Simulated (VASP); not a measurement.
Fe: single point with PBE

The system is Fe.

```
CELL_PARAMETERS angstrom
0.00000 2.40485 2.40485
2.40485 0.00000 2.40485
2.40485 2.40485 0.00000
ATOMIC_POSITIONS crystal
Fe 0.12500 0.12500 0.12500
Fe 0.87500 0.87500 0.87500
```

This isn't the form of Fe at room conditions, which is bcc.

```yaml
Program: VASP 6.6.1
Task: single point
Functional: PBE
Potentials_or_basis: VASP PAW PBE potentials, release 64 (Fe_sv)
Cutoff: 690 eV
k_mesh: 13 × 13 × 13
Occupations: fermi-dirac, width 0.1 eV
Spin: no spin polarisation
Dipole_correction: no
Further_INCAR_settings: ALGO = Normal; EDIFF = 1e-06; NBANDS = 23
```

- Pressure: 5.7 GPa
- Band gap on the k mesh: zero (bands 16 and 17 overlap by 0.83 eV)

Levels at points of the mesh, in eV from the Fermi level:
| k point | band 13 | band 14 | band 15 | band 16 | band 17 | band 18 | band 19 | band 20 |
| --- | --- | --- | --- | --- | --- | --- | --- | --- |
| (0.00, 0.00, 0.00) | -2.56 | -2.56 | -0.42 | -0.42 | -0.42 | 1.32 | 1.32 | 14.63 |

It took 41 s on 1 thread of AMD EPYC 9R45 96-Core Processor (Zen 5) (shared host), peak memory 0.17 GiB.

Caveat: the cell stands under pressure; the run has no spin polarisation, though such a crystal can be magnetic. Spin polarisation is off, so any magnetic state and its effect on volume and gap are missing.
